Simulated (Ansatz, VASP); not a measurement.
One calculation of Mg, two programs

```xyz
1
Lattice="3.0154 0.0000 0.0000 0.0000 3.0154 0.0000 0.0000 0.0000 3.0154" Properties=species:S:1:pos:R:3 pbc="T T T"
Mg    0.0000    0.0000    0.0000
```

Alike in both runs: functional PBEsol; k mesh 6 × 6 × 6; occupations gaussian, width 0.1 eV; no spin polarisation.

Ansatz relaxed the structure, and its values are those at the end. VASP's run is a single point on that final structure, the one shown.

|  | VASP | Ansatz |
| --- | --- | --- |
| version | VASP 6.6.1 | Ansatz 0.2.0 |
| potentials or method | VASP PAW PBE potentials, release 64 (Mg), cutoff 520 eV | scalar-relativistic, plane waves, PAW |
| valence electrons in the cell | 2 | 10 |

```csv
,VASP,Ansatz,Ansatz less VASP
gap on the k mesh at the Fermi level (eV),none,none,-
pressure (GPa),-0.1,0.0,+0.01
```

VASP's potentials were made for PBE, not for PBEsol. A gap of «none» marks a metal or a gap that the smearing closes. The functional is the same, so the differences come from potentials, cutoffs and numerics. VASP's potentials hold 2 valence electrons a cell and Ansatz's 10, so a difference there can come from the potentials and not from the codes.
